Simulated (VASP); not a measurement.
# HfB (Fm-3m) in VASP: further runs, part 2 of 2

VASP 6.6.1.

### 4 Single point, revPBE (14.61 Å³/atom)

This run uses another cell than the first one, of 14.61 Å³/atom.

The input, INCAR:

```
PREC     = Accurate       # precision mode
ENCUT    = 500            # plane-wave cutoff, eV
EDIFF    = 1E-6           # SCF threshold, eV
ISMEAR   = 0              # smearing method
SIGMA    = 0.05           # smearing width, eV
LREAL    = False          # projectors in reciprocal space
LASPH    = True           # aspherical terms in the spheres
NELM     = 120            # most SCF steps
ALGO     = Normal         # electronic algorithm
ISIF     = 2              # what is computed and relaxed
LWAVE    = False          # write WAVECAR
LCHARG   = False          # write CHGCAR
GGA      = RE             # functional
NBANDS   = 14             # bands
GGA_COMPAT= False
```

The input, KPOINTS:

```
Automatic mesh
0
Gamma
  8 8 8
```

The input, POSCAR:

```
HfB
1.0
    0.0000000000      2.4447485632      2.4447485632
    2.4447485632      0.0000000000      2.4447485632
    2.4447485632      2.4447485632      0.0000000000
Hf B
1 1
Direct
    0.5000000000      0.5000000000      0.5000000000
    0.0000000000      0.0000000000      0.0000000000
```

Potentials or basis: VASP PAW PBE potentials, release 64 (Hf_pv, B).

On the command line:

```console
> cat potpaw_PBE.64/Hf_pv/POTCAR potpaw_PBE.64/B/POTCAR > POTCAR
> mpirun -np 1 vasp_std > vasp.out
```

OUTCAR:

```text
PREC = Accurate
   ENCUT = 500
   EDIFF = 1E-6
   ISMEAR = 0
   LREAL = False
   LASPH = True
   NELM = 120
   ISIF = 2
   GGA = RE

 ion  position               nearest neighbor table
   1  0.500  0.500  0.500-   2 2.44   2 2.44   2 2.44   2 2.44   2 2.44   2 2.44
   2  0.000  0.000  0.000-   1 2.44   1 2.44   1 2.44   1 2.44   1 2.44   1 2.44

  LATTYP: Found a face centered cubic cell.
 ALAT       =     4.8894971264

  Lattice vectors:

 A1 = (   0.0000000000,   2.4447485632,   2.4447485632)
 A2 = (   2.4447485632,   0.0000000000,   2.4447485632)
 A3 = (   2.4447485632,   2.4447485632,   0.0000000000)

Analysis of symmetry for initial positions (statically):
=====================================================================
 Subroutine PRICEL returns:
 Original cell was already a primitive cell.

 Routine SETGRP: Setting up the symmetry group for a
 face centered cubic supercell.

 Subroutine GETGRP returns: Found 48 space group operations
 (whereof 48 operations were pure point group operations)
 out of a pool of 48 trial point group operations.

The static configuration has the point symmetry O_h .

Analysis of symmetry for dynamics (positions and initial velocities):
=====================================================================
 Subroutine PRICEL returns:
 Original cell was already a primitive cell.

 Routine SETGRP: Setting up the symmetry group for a
 face centered cubic supercell.

 Subroutine GETGRP returns: Found 48 space group operations
 (whereof 48 operations were pure point group operations)
 out of a pool of 48 trial point group operations.

The dynamic configuration has the point symmetry O_h .

 Subroutine INISYM returns: Found 48 space group operations
 (whereof 48 operations are pure point group operations),
 and found     1 'primitive' translations

----------------------------------------------------------------------------------------

                                     Primitive cell

  volume of cell :      29.2235

  direct lattice vectors                    reciprocal lattice vectors
     0.000000000  2.444748563  2.444748563    -0.204520010  0.204520010  0.204520010
     2.444748563  0.000000000  2.444748563     0.204520010 -0.204520010  0.204520010
     2.444748563  2.444748563  0.000000000     0.204520010  0.204520010 -0.204520010

  length of vectors
     3.457396575  3.457396575  3.457396575     0.354239048  0.354239048  0.354239048

  position of ions in fractional coordinates (direct lattice)
     0.500000000  0.500000000  0.500000000
     0.000000000  0.000000000  0.000000000

  ion indices of the primitive-cell ions
   primitive index   ion index
                 1           1
                 2           2

----------------------------------------------------------------------------------------

 KPOINTS: Automatic mesh

Automatic generation of k-mesh.
 Grid dimensions read from file:
 generate k-points for:    8    8    8

 Generating k-lattice:

  Cartesian coordinates                     Fractional coordinates (reciprocal lattice)
    -0.025565001  0.025565001  0.025565001     0.125000000  0.000000000  0.000000000
     0.025565001 -0.025565001  0.025565001     0.000000000  0.125000000  0.000000000
     0.025565001  0.025565001 -0.025565001     0.000000000  0.000000000  0.125000000
[... 40 lines left out ...]
   number of dos      NEDOS =    301   number of ions     NIONS =      2
   total plane-waves  NPLWV =  21952
   dimension x,y,z NGX =    28 NGY =   28 NGZ =   28
   dimension x,y,z NGXF=    56 NGYF=   56 NGZF=   56
   ions per type =               1   1
   NGX,Y,Z   is equivalent  to a cutoff of  13.46, 13.46, 13.46 a.u.
   NGXF,Y,Z  is equivalent  to a cutoff of  26.93, 26.93, 26.93 a.u.
 SYSTEM =  unknown system
   PREC   = accura    normal or accurate (medium, high low for compatibility)
   ISTART =      0    job   : 0-new  1-cont  2-samecut
   ICHARG =      2    charge: 1-file 2-atom 10-const
   ISPIN  =      1    spin polarized calculation?
   LNONCOLLINEAR =      F non collinear calculations
   LSORBIT =      F    spin-orbit coupling
   LASPH  =      T    aspherical Exc in radial PAW
   ENCUT  =  500.0 eV  36.75 Ry    6.06 a.u.   6.30  6.30  6.30*2*pi/ulx,y,z
   NELM   =    120;   NELMIN=  2; NELMDL= -5     # of ELM steps
   EDIFF  = 0.1E-05   stopping-criterion for ELM
   LREAL  =      F    real-space projection
   EDIFFG = 0.1E-04   stopping-criterion for IOM
   NSW    =      0    number of steps for IOM
   IBRION =     -1    ionic relax: 0-MD 1-quasi-New 2-CG
   NFREE  =      0    steps in history (QN), initial steepest desc. (CG)
   ISIF   =      2    stress and relaxation
   ISYM   =      2    0-nonsym 1-usesym 2-fastsym
   POTIM  = 0.5000    time-step for ionic-motion
   TEBEG  =    0.0;   TEEND  =   0.0 temperature during run
   PSTRESS=    0.0 pullay stress
   NELECT =      13.0000    total number of electrons
   NUPDOWN=      -1.0000    fix difference up-down
   EMIN   =  10.00;   EMAX   =-10.00  energy-range for DOS
   EFERMI =   0.00;   METHOD = LEGACY
   ISMEAR =     0;   SIGMA  =   0.05  broadening in eV -4-tet -1-fermi 0-gaus
   EFERMI_NEDOS =   21; number of points for ismear=-14 and -15
   IALGO  =     38    algorithm
   IMIX   =      4    mixing-type and parameters
     AMIX     =   0.40;   BMIX     =  1.00
     AMIX_MAG =   1.60;   BMIX_MAG =  1.00
  volume/ion in A,a.u.               =      14.61        98.61
  Fermi-wavevector in a.u.,A,eV,Ry     =   1.249717  2.361623 21.249485  1.561793
  Thomas-Fermi vector in A             =   2.383745
   LORBIT       =      0    0 simple, 1 ext, 2 COOP (PROOUT), +10 PAW based schemes
   GGA     = RE    functional components
   LHFCALC =     F    Hartree Fock is set to
   AEXX    =    0.0000 exact exchange contribution
   IVDW    =     0    specifies the selected vdW correction
   LEPSILON=     F    determine dielectric tensor
   LRPA    =     F    only Hartree local field effects (RPA)
 non-spin polarized calculation
 Gauss-broadening in eV      SIGMA  =   0.05
  energy-cutoff  :      500.00
  volume of cell :       29.22
 maximum number of plane-waves:       754
 NGX is ok and might be reduce to    28
   NGX = 13   NGY = 13   NGZ = 13

 number of electron      13.0000001 magnetization

 Free energy of the ion-electron system (eV)
  ---------------------------------------------------
  ext. energy  EPLUGINS =         0.00000000
  ---------------------------------------------------
  free energy    TOTEN  =       -16.87184677 eV

  energy without entropy =      -16.86946927  energy(sigma->0) =      -16.87065802

 E-fermi :   4.2356     XC(G=0): -11.4736

 val. band max:        4.2205520052   @ k =   0.2500   0.0000   0.0000
 cond. band min:       4.2501630787   @ k =  -0.3750   0.5000   0.1250
 fundamental gap:      0.0296110735
 Fermi energy:         4.2356212258

 k-point     1 :       0.0000    0.0000    0.0000
  band No.  band energies     occupation
      1     -25.0623      2.00000
      2     -25.0623      2.00000
      3     -25.0623      2.00000
      4      -4.8617      2.00000
      5       6.1884      0.00000
      6       6.1884      0.00000
      7       6.1884      0.00000
      8       7.6603      0.00000
      9       7.6603      0.00000
     10       7.6603      0.00000
     11       7.7574      0.00000
     12       7.7574      0.00000
     13      14.6943      0.00000
     14      15.1547      0.00000
[... 377 lines left out ...]
      1     -25.3899      2.00000
      2     -25.2071      2.00000
      3     -25.1394      2.00000
      4      -0.9188      2.00000
      5       0.7115      2.00000
      6       2.9737      2.00000
      7       3.5271      2.00000
      8       8.8327      0.00000
      9       8.9270      0.00000
     10      10.2879      0.00000
     11      13.6285      0.00000
     12      13.7879      0.00000
     13      15.1131      0.00000
     14      18.1196      0.00000

 [... further k-points ...]

------------------------ aborting loop because EDIFF is reached ----------------------------------------

  FORCE on cell =-STRESS in cart. coord.  units (eV):
  Direction    XX          YY          ZZ          XY          YZ          ZX
  --------------------------------------------------------------------------------------
  -------------------------------------------------------------------------------------
  Total       -0.5679015     -0.5679015     -0.5679015      0.0000000      0.0000000      0.0000000
  in kB      -31.1351543    -31.1351543    -31.1351543      0.0000000      0.0000000      0.0000000
  external PRESSURE =     -31.1351543 kB  Pullay stress =       0.0000000 kB

 VOLUME and BASIS-vectors are now :
 -----------------------------------------------------------------------------
  energy-cutoff  :      500.00
  volume of cell :       29.22
      direct lattice vectors                 reciprocal lattice vectors
     0.000000000  2.444748563  2.444748563    -0.204520010  0.204520010  0.204520010
     2.444748563  0.000000000  2.444748563     0.204520010 -0.204520010  0.204520010
     2.444748563  2.444748563  0.000000000     0.204520010  0.204520010 -0.204520010

 POSITION                                       TOTAL-FORCE (eV/Angst)
 -----------------------------------------------------------------------------------
      2.44475      2.44475      2.44475        -0.000000      0.000000      0.000000
      0.00000      0.00000      0.00000         0.000000     -0.000000     -0.000000
 -----------------------------------------------------------------------------------
    total drift:                                0.000000      0.000000      0.000000

  FREE ENERGIE OF THE ION-ELECTRON SYSTEM (eV)
  ---------------------------------------------------
  free  energy   TOTEN  =       -16.8718467718 eV

  energy  without entropy=      -16.8694692700  energy(sigma->0) =      -16.87065802
```

It took 19 s on 1 thread of Intel Xeon 8259CL, shared host; peak memory 0.16 GiB.

Results:

* Free energy: -16.8718 eV
* Pressure: -3.1 GPa
* Band gap on the k mesh: zero (an odd number of electrons rules out a gap without spin polarisation)

Caveat: the cell stands under tension; the PAW data sets were made with another functional, which shifts forces and pressure a little; spin-orbit coupling is left out, which moves the levels of the heavy elements; an odd number of electrons without spin polarisation forces a metal; a magnetic or distorted state may lie lower.

### 5 Single point, revPBE (14.90 Å³/atom)

This run uses another cell than the first one, of 14.90 Å³/atom.

The input, INCAR:

```
  PREC = Accurate
  ENCUT = 500
  EDIFF = 1E-6
  ISMEAR = 0
  SIGMA = 0.05
  LREAL = F
  LASPH = T
  NELM = 120
  ALGO = Normal
  ISIF = 2
  LWAVE = F
  LCHARG = F
  GGA = RE
  NBANDS = 14
  GGA_COMPAT = F
```

KPOINTS is that of step 4.

The input, POSCAR:

```
HfB
1.0
    0.0000000000      2.4606239987      2.4606239987
    2.4606239987      0.0000000000      2.4606239987
    2.4606239987      2.4606239987      0.0000000000
Hf B
1 1
Direct
    0.5000000000      0.5000000000      0.5000000000
    0.0000000000      0.0000000000      0.0000000000
```

On the command line:

```console
> cat potpaw_PBE.64/Hf_pv/POTCAR potpaw_PBE.64/B/POTCAR > POTCAR
> mpirun -np 1 vasp_std > vasp.out
```

It took 20 s on 1 thread of Intel Xeon 8259CL, shared host; peak memory 0.16 GiB.

The run converged. Its results:

- Free energy: -16.8557 eV
- Pressure: -6.0 GPa
- Band gap on the k mesh: zero (an odd number of electrons rules out a gap without spin polarisation)

Levels at points of the mesh, in eV from the Fermi level:
| k point | band 3 | band 4 | band 5 | band 6 | band 7 | band 8 | band 9 | band 10 | band 11 | band 12 |
| --- | --- | --- | --- | --- | --- | --- | --- | --- | --- | --- |
| (0.00, 0.00, 0.00) | -29.40 | -9.02 | 1.93 | 1.93 | 1.93 | 3.38 | 3.38 | 3.38 | 3.45 | 3.45 |
| (0.50, 0.00, 0.00) | -29.44 | -4.70 | -4.52 | -1.13 | -1.13 | 5.28 | 5.28 | 6.03 | 7.33 | 11.89 |
| (0.50, 0.50, 0.00) | -29.52 | -6.33 | -1.42 | -0.73 | 1.73 | 1.73 | 5.01 | 6.32 | 6.32 | 7.06 |

Caveat: the cell stands under tension; the PAW data sets were made with another functional, which shifts forces and pressure a little; spin-orbit coupling is left out, which moves the levels of the heavy elements; an odd number of electrons without spin polarisation forces a metal; a magnetic or distorted state may lie lower.

### 6 Single point, PBE

This run uses another cell than the first one, of 12.33 Å³/atom.

The input, INCAR:

```
SYSTEM = HfB
  PREC = Accurate
  ENCUT = 500
  EDIFF = 1E-6
  ISMEAR = 0
  SIGMA = 0.05
  LREAL = .False.
  LASPH = .True.
  NELM = 120
  ALGO = Normal
  ISIF = 2
  LWAVE = .False.
  LCHARG = .False.
  GGA = PE
  NBANDS = 14
  GGA_COMPAT = .False.
```

The input, KPOINTS:

```
regular mesh
0
Gamma
  10 10 10
  0 0 0
```

The input, POSCAR:

```
HfB
1.0
    0.0000000000      2.3100005622      2.3100005622
    2.3100005622      0.0000000000      2.3100005622
    2.3100005622      2.3100005622      0.0000000000
Hf B
1 1
Direct
    0.5000000000      0.5000000000      0.5000000000
    0.0000000000      0.0000000000      0.0000000000
```

Potentials or basis: VASP PAW PBE potentials, release 64 (Hf_pv, B).

On the command line:

```console
> cat potpaw_PBE.64/Hf_pv/POTCAR potpaw_PBE.64/B/POTCAR > POTCAR
> mpirun -np 1 vasp_std > vasp.out
```

It took 17 s on 1 thread of Intel Xeon 8259CL, shared host; peak memory 0.15 GiB.

Results (log left out):

```yaml
Free_energy: -17.1439 eV
Pressure: 30.3 GPa
Band_gap_on_the_k_mesh: zero (an odd number of electrons rules out a gap without spin polarisation)
```

Levels at points of the mesh, in eV from the Fermi level:
```tsv
k point	band 4	band 5	band 6	band 7	band 8	band 9	band 10	band 11
(0.00, 0.00, 0.00)	-9.56	2.23	2.23	2.23	3.97	3.97	3.97	4.25
(0.50, 0.00, 0.00)	-5.00	-4.05	-1.35	-1.35	6.57	6.57	7.62	8.48
(0.50, 0.50, 0.00)	-6.72	-1.08	-0.89	2.39	2.39	6.28	7.94	7.94
```

Caveat: the cell stands under pressure; spin-orbit coupling is left out, which moves the levels of the heavy elements; an odd number of electrons without spin polarisation forces a metal; a magnetic or distorted state may lie lower.

### 7 The runs side by side

```csv
level,cell,k mesh,gap on the mesh (eV),pressure (GPa)
revPBE,"a = 3.412 Å, angles 60.0°, 2 atoms",8 × 8 × 8,none,3.5
revPBE,"a = 3.388 Å, angles 60.0°, 2 atoms",8 × 8 × 8,none,7.4
revPBE,"a = 3.457 Å, angles 60.0°, 2 atoms",8 × 8 × 8,none,-3.1
revPBE,"a = 3.480 Å, angles 60.0°, 2 atoms",8 × 8 × 8,none,-6.0
PBE,"a = 3.267 Å, angles 60.0°, 2 atoms",10 × 10 × 10,none,30.3
```

Alike in all rows: task single point; potentials or basis VASP PAW PBE potentials, release 64 (Hf_pv, B); no spin polarisation; cutoff (eV) 500; smearing gaussian 0.05 eV.

Caveats: spin-orbit coupling is left out, which moves the levels of the heavy elements; an odd number of electrons without spin polarisation forces a metal; a magnetic or distorted state may lie lower; the PAW data sets were made with another functional, which shifts forces and pressure a little (at least some runs); the cell stands under pressure (at least some runs); the cell stands under tension (at least some runs).

Total energies depend on the potentials used, so only differences within one code and one set of settings carry meaning.

The gap in the log of VASP goes by the Fermi energy; the results here count the filled bands.